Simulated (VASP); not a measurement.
Write the native input for VASP 6.6.1 that does the following.

```
Task                   : single point
Functional             : LDA
Potentials or basis    : VASP PAW LDA potentials, release 64 (Fe, O)
Cutoff                 : 520 eV
k mesh                 : 10 × 10 × 5
Occupations            : fermi-dirac, width 0.05 eV
Spin                   : collinear spin, ferromagnetic start
Starting moments       : [3.0, 3.0, 0.0, 0.0] μB
Dipole correction      : no
Further INCAR settings : ALGO = Normal; EDIFF = 1e-07; NBANDS = 26
```

The structure of FeO lies in POSCAR:

```
FeO
1.0
    2.6823620000     -1.5244300000      0.0000000000
    2.6823620000      1.5244300000      0.0000000000
   -0.2343110000      0.0000000000      5.2694490000
Fe O
2 2
Direct
    0.0000000000      0.0000000000      0.5000000000
    0.0000000000      0.0000000000      0.0000000000
    0.3354670000      0.3354670000      0.7442990000
    0.6645330000      0.6645330000      0.2557010000
```

The input as run:

INCAR

```
SYSTEM = FeO
PREC = Accurate
ENCUT = 520
EDIFF = 1E-7
ISMEAR = -1
SIGMA = 0.05
LREAL = .False.
LASPH = .True.
NELM = 150
ALGO = Normal
ISIF = 2
LWAVE = .False.
LCHARG = .True.
ISPIN = 2
MAGMOM = 3 3 0 0
LORBIT = 11
LMAXMIX = 4
LELF = .True.
LVHAR = .True.
NBANDS = 26
```

KPOINTS

```
Automatic mesh
0
Gamma
  10 10 5
  0 0 0
```

Potentials or basis: VASP PAW LDA potentials, release 64 (Fe, O).

Command:

```console
$ cat potpaw_LDA.64/Fe/POTCAR potpaw_LDA.64/O/POTCAR > POTCAR
$ mpirun -np 1 vasp_std > vasp.out
```

It gave:

- Pressure: -23.4 GPa
- Largest force: 0.178 eV/Å
- Band gap on the k mesh: zero (filled and empty bands overlap)
- Net moment: 7.99 μB per cell
- Site moments: Fe +3.56, +3.53; O +0.33 μB
- Valence electrons inside the program's atomic spheres: Fe 6.73, 6.70; O 4.91

Caveat: the cell stands under tension; semilocal functionals often make such compounds metallic where correlation or magnetic order opens a gap, which also shifts bond lengths; only a ferromagnetic start was run, and an antiferromagnetic order may lie lower in energy.

It took 2.2 min on 1 thread of Intel(R) Xeon(R) 6975P-C (Granite Rapids), on a shared host, peak memory 0.31 GiB.
